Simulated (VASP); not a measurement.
# KTaO3 (P-62m) in VASP: single point with PBE

Aim: the single point of KTaO3 with PBE.

Everything below comes from runs of VASP 6.6.1. Logs are shortened: lines on timing, memory, paths and dates and some standing lists are left out, and cuts for length are marked.

## (1) The cell of the first run

Symmetry: P-62m, No. 189, hexagonal system. The conventional cell has a = 4.536 Å, b = 4.536 Å, c = 5.552 Å, α = 90.00°, β = 90.00°, γ = 120.00°. Within 2.8 Å of K (site symmetry -62m) lie 6 O at 2.08 to 2.45 Å and 2 Ta at 2.78 Å. Within 3.8 Å of Ta (site symmetry -62m) lie 2 K at 2.78 Å and 12 O at 3.47 to 3.71 Å. Within 2.8 Å of O (site symmetry m2m) lie 2 K at 2.08 to 2.45 Å and 4 O at 2.29 Å.

The cell was generated, and may not be a known phase.

## (2) Single point, PBE

INCAR reads:

```
SYSTEM = KTaO3
ALGO     = Normal         ! electronic algorithm
EDIFF    = 1E-6           ! SCF threshold, eV
ENCUT    = 700            ! plane-wave cutoff, eV
GGA      = PE             ! functional
GGA_COMPAT= .FALSE.      
ISIF     = 2              ! what is computed and relaxed
ISMEAR   = 0              ! smearing method
LASPH    = .TRUE.         ! aspherical terms in the spheres
LCHARG   = .FALSE.        ! write CHGCAR
LREAL    = .FALSE.        ! projectors in reciprocal space
LWAVE    = .FALSE.        ! write WAVECAR
NBANDS   = 28             ! bands
NELM     = 120            ! most SCF steps
PREC     = Accurate       ! precision mode
SIGMA    = 0.1            ! smearing width, eV
```

KPOINTS reads:

```
k-points
0
G
  6 6 4
  0 0 0
```

POSCAR reads:

```
KTaO3
1.0
    4.5362477600      0.0000000000      0.0000000000
   -2.2681238800      3.9285057900      0.0000000000
    0.0000000000      0.0000000000      5.5517300900
K Ta O
1 1 3
Direct
    0.0000000000      0.0000000000      0.0000000000
    0.0000000000      0.0000000000      0.5000000000
    0.4588575900      0.0000000000      0.0000000000
    0.0000000000      0.4588575900      0.0000000000
    0.5411424100      0.5411424100      0.0000000000
```

Potentials or basis: VASP PAW PBE potentials, release 64 (K_sv, Ta_sv_GW, O).

Command:

```
cat potpaw_PBE.64/K_sv/POTCAR potpaw_PBE.64/Ta_sv_GW/POTCAR potpaw_PBE.64/O/POTCAR > POTCAR
mpirun -np 1 vasp_std > vasp.out
```

OUTCAR:

```text
SYSTEM = KTaO3
   EDIFF = 1E-6
   ENCUT = 700
   GGA = PE
   ISIF = 2
   ISMEAR = 0
   LASPH = .TRUE.
   LREAL = .FALSE.
   NELM = 120
   PREC = Accurate

 ion  position               nearest neighbor table
   1  0.000  0.000  0.000-   4 2.08   5 2.08   3 2.08   5 2.45   4 2.45   3 2.45   2 2.78   2 2.78

   2  0.000  0.000  0.500-   1 2.78   1 2.78
   3  0.459  0.000  0.000-   1 2.08   1 2.45
   4  0.000  0.459  0.000-   1 2.08   1 2.45
   5  0.541  0.541  0.000-   1 2.08   1 2.45

  LATTYP: Found a hexagonal cell.
 ALAT       =     4.5362477600
 C/A-ratio  =     1.2238595385

  Lattice vectors:

 A1 = (   4.5362477600,   0.0000000000,   0.0000000000)
 A2 = (  -2.2681238800,   3.9285057900,   0.0000000000)
 A3 = (   0.0000000000,   0.0000000000,   5.5517300900)

Analysis of symmetry for initial positions (statically):
=====================================================================
 Subroutine PRICEL returns:
 Original cell was already a primitive cell.

 Routine SETGRP: Setting up the symmetry group for a
 hexagonal supercell.

 Subroutine GETGRP returns: Found 12 space group operations
 (whereof 12 operations were pure point group operations)
 out of a pool of 24 trial point group operations.

The static configuration has the point symmetry D_3h.

Analysis of symmetry for dynamics (positions and initial velocities):
=====================================================================
 Subroutine PRICEL returns:
 Original cell was already a primitive cell.

 Routine SETGRP: Setting up the symmetry group for a
 hexagonal supercell.

 Subroutine GETGRP returns: Found 12 space group operations
 (whereof 12 operations were pure point group operations)
 out of a pool of 24 trial point group operations.

The dynamic configuration has the point symmetry D_3h.

 Subroutine INISYM returns: Found 12 space group operations
 (whereof 12 operations are pure point group operations),
 and found     1 'primitive' translations

----------------------------------------------------------------------------------------

                                     Primitive cell

  volume of cell :      98.9356

[... 87 lines left out ...]
   LASPH  =      T    aspherical Exc in radial PAW
   ENCUT  =  700.0 eV  51.45 Ry    7.17 a.u.   9.79  9.79 11.98*2*pi/ulx,y,z
   NELM   =    120;   NELMIN=  2; NELMDL= -5     # of ELM steps
   EDIFF  = 0.1E-05   stopping-criterion for ELM
   LREAL  =      F    real-space projection
   EDIFFG = 0.1E-04   stopping-criterion for IOM
   NSW    =      0    number of steps for IOM
   IBRION =     -1    ionic relax: 0-MD 1-quasi-New 2-CG
   NFREE  =      0    steps in history (QN), initial steepest desc. (CG)
   ISIF   =      2    stress and relaxation
   ISYM   =      2    0-nonsym 1-usesym 2-fastsym
   POTIM  = 0.5000    time-step for ionic-motion
   TEBEG  =    0.0;   TEEND  =   0.0 temperature during run
   PSTRESS=    0.0 pullay stress
   NELECT =      40.0000    total number of electrons
   NUPDOWN=      -1.0000    fix difference up-down
   EMIN   =  10.00;   EMAX   =-10.00  energy-range for DOS
   EFERMI =   0.00;   METHOD = LEGACY
   ISMEAR =     0;   SIGMA  =   0.10  broadening in eV -4-tet -1-fermi 0-gaus
   EFERMI_NEDOS =   21; number of points for ismear=-14 and -15
   IALGO  =     38    algorithm
   IMIX   =      4    mixing-type and parameters
     AMIX     =   0.40;   BMIX     =  1.00
     AMIX_MAG =   1.60;   BMIX_MAG =  1.00
  volume/ion in A,a.u.               =      19.79       133.53
  Fermi-wavevector in a.u.,A,eV,Ry     =   1.210535  2.287579 19.937907  1.465395
  Thomas-Fermi vector in A             =   2.346079
   LORBIT       =      0    0 simple, 1 ext, 2 COOP (PROOUT), +10 PAW based schemes
   GGA     = PE    functional components
   LHFCALC =     F    Hartree Fock is set to
   AEXX    =    0.0000 exact exchange contribution
   IVDW    =     0    specifies the selected vdW correction
   LEPSILON=     F    determine dielectric tensor
   LRPA    =     F    only Hartree local field effects (RPA)
 non-spin polarized calculation
 Gauss-broadening in eV      SIGMA  =   0.10
  energy-cutoff  :      700.00
  volume of cell :       98.94
 maximum number of plane-waves:      4182
 NGX is ok and might be reduce to    40
   NGX = 19   NGY = 19   NGZ = 23

 number of electron      40.0000002 magnetization

 Free energy of the ion-electron system (eV)
  ---------------------------------------------------
  ext. energy  EPLUGINS =         0.00000000
  ---------------------------------------------------
  free energy    TOTEN  =       -17.22760360 eV

  energy without entropy =      -17.14645216  energy(sigma->0) =      -17.18702788

 E-fermi :   1.0088     XC(G=0):  -9.0599

 val. band max:        1.0083839708   @ k =   0.0000   0.0000   0.2500
 cond. band min:       1.0089066740   @ k =   0.1667  -0.0000   0.0000
 fundamental gap:      0.0005227033
 Fermi energy:         1.0088147446

 k-point     1 :       0.0000    0.0000    0.0000
  band No.  band energies     occupation
      1     -69.0724      2.00000
      2     -35.4844      2.00000
      3     -35.3138      2.00000
      4     -35.3138      2.00000
      5     -26.5165      2.00000
      6     -16.4391      2.00000
[... 640 lines left out ...]
     27       4.9944      0.00000
     28       4.9944      0.00000

------------------------ aborting loop because EDIFF is reached ----------------------------------------

  FORCE on cell =-STRESS in cart. coord.  units (eV):
  Direction    XX          YY          ZZ          XY          YZ          ZX
  --------------------------------------------------------------------------------------
  -------------------------------------------------------------------------------------
  Total        4.8320956      4.8320955     -1.1707570      0.0000000      0.0000000     -0.0000000
  in kB       78.2516653     78.2516649    -18.9594111      0.0000000      0.0000000     -0.0000000
  external PRESSURE =      45.8479730 kB  Pullay stress =       0.0000000 kB

 VOLUME and BASIS-vectors are now :
 -----------------------------------------------------------------------------
  energy-cutoff  :      700.00
  volume of cell :       98.94
      direct lattice vectors                 reciprocal lattice vectors
     4.536247760  0.000000000  0.000000000     0.220446513  0.127274854  0.000000000
    -2.268123880  3.928505790  0.000000000     0.000000000  0.254549708  0.000000000
     0.000000000  0.000000000  5.551730090     0.000000000  0.000000000  0.180124030

 POSITION                                       TOTAL-FORCE (eV/Angst)
 -----------------------------------------------------------------------------------
      0.00000      0.00000      0.00000         0.000000     -0.000000      0.000000
      0.00000      0.00000      2.77587         0.000000     -0.000000      0.000000
      2.08149      0.00000      0.00000         2.775696     -0.000000     -0.000000
     -1.04075      1.80262      0.00000        -1.387848      2.403823     -0.000000
      1.22738      2.12588      0.00000        -1.387848     -2.403823      0.000000
 -----------------------------------------------------------------------------------
    total drift:                               -0.000000     -0.000000     -0.000000

  FREE ENERGIE OF THE ION-ELECTRON SYSTEM (eV)
  ---------------------------------------------------
  free  energy   TOTEN  =       -17.2276036010 eV

  energy  without entropy=      -17.1464521600  energy(sigma->0) =      -17.18702788
```

stdout:

```text
POSCAR found type information on POSCAR K TaO
 POSCAR found :  3 types and       5 ions
 scaLAPACK will be used
 LDA part: xc-table for (Slater+PW92), standard interpolation
 POSCAR, INCAR and KPOINTS ok, starting setup
 FFT: planning ... GRIDC
 FFT: planning ... GRID_SOFT
 FFT: planning ... GRID
 WAVECAR not read
 entering main loop
```

Wall time 1.8 min (1 thread of Intel Xeon Platinum 8488C (Sapphire Rapids), shared host); peak memory 0.32 GiB.

What came out:

```yaml
Free_energy: -17.2276 eV
Pressure: 4.6 GPa
Largest_force: 2.776 eV/Å
Band_gap_on_the_k_mesh: zero (bands 20 and 21 overlap by 0.49 eV)
```

Forces on the atoms (eV/Å):
```
K    0.000  0.000  0.000
Ta   0.000  0.000  0.000
O    2.776  0.000  0.000
O   -1.388  2.404  0.000
O   -1.388 -2.404  0.000
```

Stress tensor (GPa, compression positive):
```
 7.83  0.00  0.00
 0.00  7.83  0.00
 0.00  0.00 -1.90
```

Levels at points of the mesh, in eV from the Fermi level:
| k point | band 18 | band 19 | band 20 | band 21 | band 22 | band 23 |
| --- | --- | --- | --- | --- | --- | --- |
| (0.00, 0.00, 0.00) | -0.90 | -0.58 | -0.02 | -0.02 | 0.08 | 0.08 |
| (0.50, 0.00, 0.00) | -0.91 | -0.79 | -0.51 | -0.22 | 0.39 | 0.42 |
| (0.00, 0.00, 0.50) | -0.80 | 0.25 | 0.27 | 0.27 | 0.28 | 0.28 |
| (0.50, 0.00, 0.50) | -0.79 | -0.28 | -0.15 | -0.09 | 0.23 | 0.58 |

Caveat: the stress differs along the axes, from -2 to 8 GPa; spin-orbit coupling is left out, which moves the levels of the heavy elements; forces of over 1 eV/Å act on the atoms, so gaps and moduli don't describe the material at rest.
